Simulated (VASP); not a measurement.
The system is LiNbO3.

```
Li Nb O
1.0
     3.93317    0.00000    0.00000
     0.00000    3.93317    0.00000
     0.00000    0.00000    3.93317
Li Nb O
1 1 3
Cartesian
  0.0000 0.0000 0.0000
  1.9666 1.9666 1.9666
  1.9666 1.9666 0.0000
  1.9666 0.0000 1.9666
  0.0000 1.9666 1.9666
```

Base run:

| Item | Value |
| --- | --- |
| Program | VASP 6.6.1 |
| Functional | r2SCAN |
| Potentials or basis | VASP PAW PBE potentials, release 64 (Li_sv, Nb_sv, O) |
| Cutoff | 520 eV |
| k mesh | 6 × 6 × 6 |
| Occupations | gaussian, width 0.01 eV |
| Spin | no spin polarisation |

Its results: band gap on the k mesh 2.11 eV, indirect (least direct gap 2.95 eV).

**Question.** The run is repeated on the same cell with these changes: functional from r2SCAN to PBE; further incar settings from ALGO = Normal; EDIFF = 1e-07; NBANDS = 25 to ALGO = Normal; EDIFF = 1e-06; NBANDS = 25. What comes out?

**Answer.** Band gap on the k mesh 1.72 eV, indirect (least direct gap 2.51 eV).

A k mesh can miss the band edges.
